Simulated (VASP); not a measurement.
# Mg31O32 (a cell with a defect) in VASP: single point with PBEsol

Aim: the single point of Mg31O32 (a cell with a defect) with PBEsol.

Program: VASP 6.6.1. These are calculated values, not measurements. Logs are shortened: lines on timing, memory, paths and dates and some standing lists are left out, and cuts for length are marked.

### Step 1. The cell of the first run

The cell holds a defect, 63 atoms: a = 8.429 Å, b = 8.429 Å, c = 8.429 Å, α = 90.00°, β = 90.00°, γ = 90.00°.

### Step 2. Single point, PBEsol

File INCAR:

```
SYSTEM = Mg31O32
ALGO = Normal
EDIFF = 1E-7
ENCUT = 520
GGA = PS
ISIF = 2
ISMEAR = -1
ISYM = 0
LASPH = .True.
LCHARG = .False.
LREAL = Auto
LWAVE = .False.
NBANDS = 164
NELECT = 256.0
NELM = 80
PREC = Accurate
SIGMA = 0.05
```

File KPOINTS:

```
Automatic mesh
0
Gamma
  1 1 1
  0.25 0.25 0.25
```

File POSCAR:

```
Mg31O32
1.0
    8.4288080000      0.0000000000      0.0000000000
    0.0000000000      8.4288080000      0.0000000000
    0.0000000000      0.0000000000      8.4288080000
O Mg
32 31
Direct
    0.2487830000      0.0001310000      0.9996660000
    0.2471840000      0.0000860000      0.4996490000
    0.2472180000      0.5001350000      0.9995950000
    0.2349060000      0.5001500000      0.4996680000
    0.7512400000      0.0001040000      0.9996050000
    0.7527850000      0.0001850000      0.4995830000
    0.7527890000      0.5001040000      0.9996220000
    0.7650490000      0.5000550000      0.4995840000
    0.0000190000      0.2488910000      0.9995840000
    0.0000050000      0.2473090000      0.4996440000
    0.0000180000      0.7512970000      0.9996130000
    0.9999140000      0.7529070000      0.4995920000
    0.5000140000      0.2473280000      0.9996650000
    0.4999650000      0.2350380000      0.4996090000
    0.5000010000      0.7529290000      0.9996120000
    0.5000100000      0.7651980000      0.4996430000
    0.9999950000      0.0001370000      0.2484030000
    0.9999870000      0.0000890000      0.7508500000
    0.0000460000      0.5000870000      0.2468220000
    0.9999370000      0.5001040000      0.7523990000
    0.5000060000      0.0000840000      0.2468070000
    0.4999910000      0.0001360000      0.7524260000
    0.5000100000      0.5001440000      0.2345280000
    0.4999880000      0.5001200000      0.7646980000
    0.2497060000      0.2498090000      0.2493160000
    0.2496820000      0.2498080000      0.7499730000
    0.2497060000      0.7504300000      0.2493420000
    0.2496400000      0.7504150000      0.7499410000
    0.7503310000      0.2497910000      0.2492870000
    0.7503030000      0.2497650000      0.7499420000
    0.7503150000      0.7503980000      0.2493100000
    0.7502920000      0.7504410000      0.7498950000
    0.0000370000      0.0000730000      0.9996440000
    0.9999870000      0.0001080000      0.4995960000
    0.9999560000      0.5001260000      0.9996120000
    0.9999720000      0.5000810000      0.4997010000
    0.4999990000      0.0001500000      0.9996320000
    0.4999780000      0.0001230000      0.4996140000
    0.5000350000      0.5000760000      0.9996310000
    0.2516280000      0.2518090000      0.9996770000
    0.2568720000      0.2570190000      0.4996810000
    0.2516280000      0.7484440000      0.9996400000
    0.2569410000      0.7432280000      0.4996410000
    0.7483880000      0.2517480000      0.9995990000
    0.7431530000      0.2568480000      0.4996160000
    0.7483540000      0.7484200000      0.9995930000
    0.7431000000      0.7432090000      0.4995730000
    0.2516260000      0.0001600000      0.2513050000
    0.2516000000      0.0000930000      0.7479820000
    0.2569280000      0.5001550000      0.2565440000
    0.2568640000      0.5001260000      0.7428670000
    0.7483810000      0.0001260000      0.2512230000
    0.7484020000      0.0000560000      0.7479650000
    0.7430850000      0.5000970000      0.2565200000
    0.7430640000      0.5000610000      0.7426970000
    0.9999980000      0.2518240000      0.2512770000
    0.0000070000      0.2517260000      0.7480030000
    0.0000010000      0.7483780000      0.2513440000
    0.9999890000      0.7484250000      0.7479110000
    0.5000110000      0.2569820000      0.2564880000
    0.4999880000      0.2569000000      0.7427890000
    0.4999930000      0.7433770000      0.2564050000
    0.5000060000      0.7432960000      0.7427920000
```

Potentials or basis: VASP PAW PBE potentials, release 64 (O, Mg).

Command:

```
$ cat potpaw_PBE.64/O/POTCAR potpaw_PBE.64/Mg/POTCAR > POTCAR
$ mpirun -np 1 vasp_std > vasp.out
```

OUTCAR:

```text
SYSTEM = Mg31O32
   EDIFF = 1E-7
   ENCUT = 520
   GGA = PS
   ISIF = 2
   ISMEAR = -1
   ISYM = 0
   LASPH = .True.
   LREAL = Auto
   NELECT = 256.0
   NELM = 80
   PREC = Accurate

 ion  position               nearest neighbor table
   1  0.249  0.000  1.000-  33 2.10  37 2.12  48 2.12  40 2.12  49 2.12  42 2.12
   2  0.247  0.000  0.500-  34 2.08  49 2.09  48 2.09  38 2.13  43 2.17  41 2.17
   3  0.247  0.500  1.000-  35 2.08  42 2.09  40 2.09  39 2.13  51 2.17  50 2.17
   4  0.235  0.500  0.500-  36 1.98  43 2.06  50 2.06  41 2.06  51 2.06
   5  0.751  0.000  1.000-  33 2.10  37 2.12  52 2.12  53 2.12  44 2.12  46 2.12
   6  0.753  0.000  0.500-  34 2.08  52 2.09  53 2.09  38 2.13  45 2.16  47 2.17
   7  0.753  0.500  1.000-  35 2.08  46 2.09  44 2.09  39 2.13  54 2.17  55 2.17
   8  0.765  0.500  0.500-  36 1.98  54 2.06  55 2.06  47 2.06  45 2.06
   9  0.000  0.249  1.000-  33 2.10  35 2.12  57 2.12  40 2.12  44 2.12  56 2.12
  10  0.000  0.247  0.500-  34 2.08  57 2.09  56 2.09  36 2.13  45 2.17  41 2.17
  11  0.000  0.751  1.000-  33 2.10  35 2.12  42 2.12  46 2.12  59 2.12  58 2.12
  12  1.000  0.753  0.500-  34 2.08  58 2.09  59 2.09  36 2.13  47 2.17  43 2.17
  13  0.500  0.247  1.000-  37 2.08  44 2.09  40 2.09  39 2.13  60 2.17  61 2.17
  14  0.500  0.235  0.500-  38 1.98  41 2.06  60 2.06  61 2.06  45 2.06
  15  0.500  0.753  1.000-  37 2.08  46 2.09  42 2.09  39 2.13  62 2.17  63 2.17
  16  0.500  0.765  0.500-  38 1.98  43 2.06  47 2.06  63 2.06  62 2.06
  17  1.000  0.000  0.248-  33 2.10  34 2.12  52 2.12  48 2.12  56 2.12  58 2.12
[... 63 lines left out ...]
  57  0.000  0.252  0.748-  10 2.09  20 2.09  26 2.10  30 2.10   9 2.12  18 2.12  36 2.96  35 2.98
                            34 2.98  44 3.00  49 3.00  53 3.00  33 3.00  40 3.00  41 3.01  45 3.01
  58  0.000  0.748  0.251-  12 2.09  19 2.09  31 2.10  27 2.10  11 2.12  17 2.12  36 2.96  34 2.98
                            35 2.98  42 3.00  52 3.00  33 3.00  46 3.00  48 3.00  47 3.01  50 3.01
  59  1.000  0.748  0.748-  12 2.09  20 2.09  28 2.10  32 2.10  18 2.12  11 2.12  36 2.96  34 2.98
                            35 2.98  53 3.00  49 3.00  46 3.00  42 3.00  33 3.00  51 3.01  43 3.01
  60  0.500  0.257  0.256-  14 2.06  23 2.06  25 2.11  29 2.11  13 2.17  21 2.17  54 2.90  50 2.90
                            45 2.90  41 2.90  39 2.98  38 2.98  40 3.01  48 3.01  52 3.01  44 3.01
  61  0.500  0.257  0.743-  14 2.06  24 2.06  26 2.11  30 2.11  22 2.17  13 2.17  41 2.90  55 2.90
                            45 2.90  51 2.90  38 2.98  39 2.98  49 3.01  44 3.01  40 3.01  53 3.01
  62  0.500  0.743  0.256-  16 2.06  23 2.06  27 2.11  31 2.11  21 2.17  15 2.17  47 2.90  50 2.90
                            43 2.90  54 2.90  38 2.98  39 2.98  42 3.01  52 3.01  48 3.01  46 3.01
  63  0.500  0.743  0.743-  16 2.06  24 2.06  32 2.11  28 2.11  15 2.17  22 2.17  43 2.90  55 2.90
                            51 2.90  47 2.90  38 2.98  39 2.98  46 3.01  53 3.01  49 3.01  42 3.01

IMPORTANT INFORMATION: All symmetrisations will be switched off!
NOSYMM: (Re-)initialisation of all symmetry stuff for point group C_1.

----------------------------------------------------------------------------------------

                                     Primitive cell

  volume of cell :     598.8230

  direct lattice vectors                    reciprocal lattice vectors
     8.428808000  0.000000000  0.000000000     0.118640738  0.000000000  0.000000000
     0.000000000  8.428808000  0.000000000     0.000000000  0.118640738  0.000000000
[... 210 lines left out ...]
   LORBIT       =      0    0 simple, 1 ext, 2 COOP (PROOUT), +10 PAW based schemes
   GGA     = PS    functional components
   LHFCALC =     F    Hartree Fock is set to
   AEXX    =    0.0000 exact exchange contribution
   IVDW    =     0    specifies the selected vdW correction
   LEPSILON=     F    determine dielectric tensor
   LRPA    =     F    only Hartree local field effects (RPA)
 non-spin polarized calculation
  energy-cutoff  :      520.00
  volume of cell :      598.82
 maximum number of plane-waves:     16125
 NGX is ok and might be reduce to    64
   NGX = 31   NGY = 31   NGZ = 31

 number of electron     255.9999932 magnetization

 Free energy of the ion-electron system (eV)
  ---------------------------------------------------
  ext. energy  EPLUGINS =         0.00000000
  ---------------------------------------------------
  free energy    TOTEN  =      -384.33662937 eV

  energy without entropy =     -384.33662937  energy(sigma->0) =     -384.33662937

 E-fermi :   4.2165     XC(G=0): -11.2397

 val. band max:        2.9695466157   @ k =  -0.2500   0.2500   0.2500
 cond. band min:       8.4483344668   @ k =  -0.2500  -0.2500   0.2500
 fundamental gap:      5.4787878511
 Fermi energy:         4.2165060121

 k-point     1 :       0.2500    0.2500    0.2500
  band No.  band energies     occupation
      1     -14.2177      2.00000
      2     -13.8261      2.00000
      3     -13.8258      2.00000
      4     -13.7949      2.00000
      5     -13.5040      2.00000
      6     -13.5038      2.00000
[... 561 lines left out ...]
    139      11.3961      0.00000
    140      11.9370      0.00000
 [bands above 140 left out]

------------------------ aborting loop because EDIFF is reached ----------------------------------------

  FORCE on cell =-STRESS in cart. coord.  units (eV):
  Direction    XX          YY          ZZ          XY          YZ          ZX
  --------------------------------------------------------------------------------------
  -------------------------------------------------------------------------------------
  Total       13.7027536     13.6878092     13.6977380     -0.0033623      0.0000435     -0.0031105
  in kB       36.6623203     36.6223360     36.6489009     -0.0089959      0.0001165     -0.0083224
  external PRESSURE =      36.6445191 kB  Pullay stress =       0.0000000 kB

 VOLUME and BASIS-vectors are now :
 -----------------------------------------------------------------------------
  energy-cutoff  :      520.00
  volume of cell :      598.82
      direct lattice vectors                 reciprocal lattice vectors
     8.428808000  0.000000000  0.000000000     0.118640738  0.000000000  0.000000000
     0.000000000  8.428808000  0.000000000     0.000000000  0.118640738  0.000000000
     0.000000000  0.000000000  8.428808000     0.000000000  0.000000000  0.118640738

 POSITION                                       TOTAL-FORCE (eV/Angst)
 -----------------------------------------------------------------------------------
      2.09694      0.00110      8.42599        -0.003894     -0.000251     -0.003423
      2.08347      0.00072      4.21145         0.005331      0.001348      0.000618
      2.08375      4.21554      8.42539         0.002792     -0.001625      0.003984
      1.97998      4.21567      4.21161         0.016557     -0.001717     -0.001552
      6.33206      0.00088      8.42548         0.002654     -0.000601     -0.000162
      6.34508      0.00156      4.21089        -0.004684     -0.004836      0.002740
[... 55 lines left out ...]
      4.21434      6.26578      2.16119         0.001452      0.006581     -0.009749
      4.21445      6.26510      6.26085        -0.001170      0.011893      0.012674
 -----------------------------------------------------------------------------------
    total drift:                                0.001323      0.020927     -0.033175

  FREE ENERGIE OF THE ION-ELECTRON SYSTEM (eV)
  ---------------------------------------------------
  free  energy   TOTEN  =      -384.3366293726 eV

  energy  without entropy=     -384.3366293725  energy(sigma->0) =     -384.33662937
```

It took 23 min on 1 thread of Intel Xeon 8259CL, shared host; peak memory 0.7 GiB.

Results:

```
Free energy   : -384.3366 eV
Largest force : 0.022 eV/Å
```

Forces on the atoms (eV/Å):
```
O   -0.004  0.000 -0.003
O    0.005  0.001  0.001
O    0.003 -0.002  0.004
O    0.017 -0.002 -0.002
O    0.003 -0.001  0.000
O   -0.005 -0.005  0.003
O   -0.004 -0.001  0.001
O   -0.017  0.001  0.000
O   -0.001 -0.003  0.002
O    0.001  0.003  0.001
O   -0.002  0.005  0.000
O    0.005 -0.006  0.004
O   -0.001  0.003 -0.001
O    0.002  0.017 -0.001
O    0.000 -0.006  0.001
O    0.000 -0.013 -0.004
O    0.001 -0.003 -0.005
O    0.001  0.002  0.004
O   -0.002  0.002  0.009
O    0.002 -0.001  0.001
O    0.000  0.004  0.009
O    0.000 -0.002 -0.001
O   -0.001 -0.002  0.013
O    0.001  0.000 -0.017
O    0.003  0.005  0.002
O    0.008  0.006 -0.006
O    0.002 -0.002 -0.001
O    0.007 -0.002 -0.006
O   -0.005  0.003  0.000
O   -0.007  0.007 -0.006
O   -0.004 -0.001 -0.001
O   -0.003 -0.007 -0.005
Mg  -0.002  0.001  0.001
Mg   0.001 -0.001  0.001
Mg   0.003 -0.001  0.001
Mg   0.002  0.000 -0.004
Mg   0.000 -0.002 -0.001
Mg   0.001 -0.001  0.002
Mg  -0.001  0.002 -0.001
Mg   0.005 -0.001 -0.002
Mg  -0.015 -0.015 -0.003
Mg   0.004 -0.002  0.001
Mg  -0.018  0.014  0.000
Mg  -0.004  0.003  0.002
Mg   0.012 -0.007  0.000
Mg  -0.002 -0.001  0.003
Mg   0.013  0.015  0.002
Mg   0.003 -0.003  0.003
Mg   0.005  0.000  0.000
Mg  -0.016 -0.002 -0.015
Mg  -0.014 -0.001  0.008
Mg  -0.003 -0.002  0.006
Mg  -0.007  0.003 -0.001
Mg   0.015  0.000 -0.015
Mg   0.016  0.002  0.015
Mg   0.001  0.000  0.004
Mg  -0.001  0.005 -0.003
Mg   0.000  0.001 -0.001
Mg  -0.001 -0.002  0.002
Mg   0.000 -0.013 -0.013
Mg   0.000 -0.010  0.012
Mg   0.001  0.007 -0.010
Mg  -0.001  0.012  0.013
```

Caveat: the cell carries a net charge on a neutralising background, which shifts energy and pressure; the cell is charged against a uniform background, so pressure and absolute levels hang on convention; the PAW data sets were made with another functional, which shifts forces and pressure a little.
